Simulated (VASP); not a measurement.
A run of VASP 6.6.1:

The input INCAR:

```
PREC = Accurate
ENCUT = 520
EDIFF = 1E-6
ISMEAR = 0
SIGMA = 0.020999999999999998
LREAL = F
LASPH = T
NELM = 80
ALGO = Fast
ISIF = 2
LWAVE = F
LCHARG = F
GGA = PE
NBANDS = 12
```

KPOINTS

```
Automatic mesh
0
Gamma
  11 11 11
```

The input POSCAR:

```
In
1.0
   -1.6254700000      1.6254700000      2.4737000000
    1.6254700000     -1.6254700000      2.4737000000
    1.6254700000      1.6254700000     -2.4737000000
In
1
Direct
    0.0000000000      0.0000000000      0.0000000000
```

Potentials or basis: VASP PAW PBE potentials, release 64 (In_d).

Run with:

```bash
$ cat potpaw_PBE.64/In_d/POTCAR > POTCAR
$ mpirun -np 1 vasp_std > vasp.out
```

Hardware: 1 thread of Intel(R) Xeon(R) Platinum 8259CL CPU @ 2.50GHz (Skylake/Cascade Lake), on a shared host.

Task: Estimate the wall time of this run.

Result: Run time: 85 s on 1 thread of Intel(R) Xeon(R) Platinum 8259CL CPU @ 2.50GHz (Skylake/Cascade Lake), on a shared host, peak memory 0.17 GiB. Counts: scf iterations 13, k points 126.
